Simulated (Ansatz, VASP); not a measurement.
## TaN: VASP beside Ansatz

Contents of INCAR:

```
SYSTEM = TaN
ALGO     = Normal         ! electronic algorithm
EDIFF    = 1E-6           ! SCF threshold, eV
ENCUT    = 520            ! plane-wave cutoff, eV
GGA      = PS             ! functional
ISIF     = 2              ! what is computed and relaxed
ISMEAR   = 0              ! smearing method
ISPIN    = 2              ! spin polarisation
LASPH    = .TRUE.         ! aspherical terms in the spheres
LCHARG   = .FALSE.        ! write CHGCAR
LDAU     = .TRUE.         ! DFT+U
LDAUJ    = 0 0          
LDAUL    = 2 -1           ! shell
LDAUPRINT= 1            
LDAUTYPE = 2            
LDAUU    = 7 0            ! U, eV
LMAXMIX  = 4              ! l up to which the mixer works
LORBIT   = 11             ! projections on sites
LREAL    = .FALSE.        ! projectors in reciprocal space
LWAVE    = .FALSE.        ! write WAVECAR
MAGMOM   = 1.06 -0.11 -0.11 0.02 0.02 0.02 ! initial moments
NBANDS   = 37             ! bands
NELM     = 150            ! most SCF steps
PREC     = Accurate       ! precision mode
SIGMA    = 0.05           ! smearing width, eV
```

File KPOINTS:

```
k-points
0
G
  4 4 7
  0 0 0
```

The input POSCAR:

```
TaN
1.0
    5.1850002000      0.0000000000      0.0000000000
   -2.5925001000      4.4903418900      0.0000000000
    0.0000000000      0.0000000000      2.9080005300
Ta N
3 3
Direct
    0.0000000000      0.0000000000      0.0000000000
    0.3333333333      0.6666666667      0.5000000000
    0.6666666667      0.3333333333      0.5000000000
    0.5000000000      0.0000000000      0.0000000000
    0.5000000000      0.5000000000      0.0000000000
    0.0000000000      0.5000000000      0.0000000000
```

Input for Ansatz:

```yaml
crystal:
  lattice:
    - [5.1850002, 0.0, 0.0]
    - [-2.5925001, 4.49034189, 0.0]
    - [0.0, 0.0, 2.90800053]
  atoms:
    - { symbol: Ta, position: [0.0, 0.0, 0.0], spin: 2.0 }
    - { symbol: Ta, position: [0.3333333333, 0.6666666667, 0.5], spin: 2.0 }
    - { symbol: Ta, position: [0.6666666667, 0.3333333333, 0.5], spin: 2.0 }
    - { symbol: "N", position: [0.5, 0.0, 0.0] }
    - { symbol: "N", position: [0.5, 0.5, 0.0] }
    - { symbol: "N", position: [0.0, 0.5, 0.0] }
basis:
  ecutwfc: 420
  ecutrho_ratio: 4
kpoints:
  mp_grid: { grid: [4, 4, 7] }
hamiltonian:
  xc: pbesol
  hubbard:
    sites:
      - { site: 0, l: d, u_eff: 7.0, starting_ns: [{ spin: up, occupation_matrix: s0up }, { spin: down, occupation_matrix: s0down }] }
      - { site: 1, l: d, u_eff: 7.0, starting_ns: [{ spin: up, occupation_matrix: s1up }, { spin: down, occupation_matrix: s1down }] }
      - { site: 2, l: d, u_eff: 7.0, starting_ns: [{ spin: up, occupation_matrix: s2up }, { spin: down, occupation_matrix: s2down }] }
    occupation_matrices:
      s0up:
        matrix:
          - [0.02, 0.0, 0.0, 0.0, 0.0]
          - [0.0, 0.97, 0.0, 0.0, 0.0]
          - [0.0, 0.0, 0.97, 0.0, 0.0]
          - [0.0, 0.0, 0.0, 0.02, 0.0]
          - [0.0, 0.0, 0.0, 0.0, 0.02]
      s0down:
        matrix:
          - [0.02, 0.0, 0.0, 0.0, 0.0]
          - [0.0, 0.02, 0.0, 0.0, 0.0]
          - [0.0, 0.0, 0.02, 0.0, 0.0]
          - [0.0, 0.0, 0.0, 0.02, 0.0]
          - [0.0, 0.0, 0.0, 0.0, 0.02]
      s1up:
        matrix:
          - [0.97, 0.0, 0.0, 0.0, 0.0]
          - [0.0, 0.02, 0.0, 0.0, 0.0]
          - [0.0, 0.0, 0.97, 0.0, 0.0]
          - [0.0, 0.0, 0.0, 0.02, 0.0]
          - [0.0, 0.0, 0.0, 0.0, 0.02]
      s1down:
        matrix:
          - [0.02, 0.0, 0.0, 0.0, 0.0]
          - [0.0, 0.02, 0.0, 0.0, 0.0]
          - [0.0, 0.0, 0.02, 0.0, 0.0]
          - [0.0, 0.0, 0.0, 0.02, 0.0]
          - [0.0, 0.0, 0.0, 0.0, 0.02]
      s2up:
        matrix:
          - [0.97, 0.0, 0.0, 0.0, 0.0]
          - [0.0, 0.02, 0.0, 0.0, 0.0]
          - [0.0, 0.0, 0.97, 0.0, 0.0]
          - [0.0, 0.0, 0.0, 0.02, 0.0]
          - [0.0, 0.0, 0.0, 0.0, 0.02]
      s2down:
        matrix:
          - [0.02, 0.0, 0.0, 0.0, 0.0]
          - [0.0, 0.02, 0.0, 0.0, 0.0]
          - [0.0, 0.0, 0.02, 0.0, 0.0]
          - [0.0, 0.0, 0.0, 0.02, 0.0]
          - [0.0, 0.0, 0.0, 0.0, 0.02]
    ns_hold: { iters: 10 }
scf:
  occupations: { method: gaussian, width: 0.05 }
  lower_state_search: "off"
  max_iter: 150
output:
  forces: true
  stress: true
  eigenvalues: true
  populations: true
  hubbard: { sites: [{ site: 0, l: d }, { site: 1, l: d }, { site: 2, l: d }] }
  write_density: true
  write_potential: true
  elf: true
  volumetric_format: npy
magnetization:
  spin_polarized: true
```

Alike in both runs: task single point; functional PBEsol; k mesh 4 × 4 × 7; occupations gaussian, width 0.05 eV; collinear spin; Hubbard terms Ta d U = 7.0 eV.

|  | VASP | Ansatz |
| --- | --- | --- |
| version | VASP 6.6.1 | Ansatz 0.2.0 |
| potentials or method | VASP PAW PBE potentials, release 64 (Ta_pv, N), cutoff 520 eV | scalar-relativistic, plane waves, PAW |
| valence electrons in the cell | 48 | 54 |

```tsv
	VASP	Ansatz	Ansatz less VASP
gap on the k mesh at the Fermi level (eV)	none	none	-
pressure (GPa)	24.6	16.5	-8.11
traceless stress, the component that is largest in VASP (GPa)	5.09	8.03	+2.948
net moment per atom (μB)	0.00	0.17	+0.170
size of the moment on the site where the two differ most (μB)	0.00	0.97	+0.968
```

The net moments are unlike, so the other rows may belong to different states. VASP's potentials were made for PBE, not for PBEsol. Site moments also hang on the region over which each program counts them. The programs project onto different local orbitals, so the same U acts differently, and such runs can settle in different states. A gap of «none» marks a metal or a gap that the smearing closes. VASP's potentials hold 48 valence electrons a cell and Ansatz's 54, so a difference there can come from the potentials and not from the codes. Ansatz's warnings: filled band counts differ across k points, seeded moment not kept, specified occupation not kept, symmetry narrowed by occupation matrices.

Neither program's run includes spin-orbit coupling.
